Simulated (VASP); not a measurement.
Wanted: the native input for a VASP 6.6.1 run.

| Item | Value |
| --- | --- |
| Task | electric field gradients |
| Functional | LDA |
| Potentials or basis | VASP PAW LDA potentials, release 64 (Cd, Se) |
| Cutoff | 520 eV |
| k mesh | 8 × 8 × 8 |
| Occupations | fermi-dirac, width 0.03 eV |
| Spin | no spin polarisation |
| Dipole correction | no |
| Further INCAR settings | ALGO = Normal; EDIFF = 1e-08; NBANDS = 16 |

The structure of CdSe lies in POSCAR:

```
CdSe
1.0
    0.0000000000      3.0702711986      3.0395684866
    3.0702711986      0.0000000000      3.0395684866
    3.0702711986      3.0702711986      0.0000000000
Cd Se
1 1
Direct
    0.0000000000      0.0000000000      0.0000000000
    0.2500000000      0.2500000000      0.2500000000
```

This cell differs from its parent crystal: zz strain of -1 %.

These files were run (other wordings do the same):

INCAR

```
SYSTEM = CdSe
PREC = Accurate
ENCUT = 520
EDIFF = 1E-8
ISMEAR = -1
SIGMA = 0.03
LREAL = .False.
LASPH = .True.
NELM = 100
ALGO = Normal
ISIF = 2
LWAVE = .False.
LCHARG = .False.
LEFG = .True.
NBANDS = 16
```

KPOINTS

```
regular mesh
0
Gamma
  8 8 8
  0 0 0
```

Potentials or basis: VASP PAW LDA potentials, release 64 (Cd, Se).

The run is started by

```sh
$ cat potpaw_LDA.64/Cd/POTCAR potpaw_LDA.64/Se/POTCAR > POTCAR
$ mpirun -np 1 vasp_std > vasp.out
```

It gave:

- Pressure: -2.4 GPa
- Band gap on the k mesh: 0.30 eV, direct

Caveat: the cell differs from its parent crystal (zz strain of -1 %); without QUAD_EFG the Cq values of the log hold for a quadrupole moment of 1 mb, not for the nuclei.

It took 29 s on 1 thread of Intel(R) Xeon(R) Platinum 8488C (Sapphire Rapids) (shared host), peak memory 0.19 GiB.
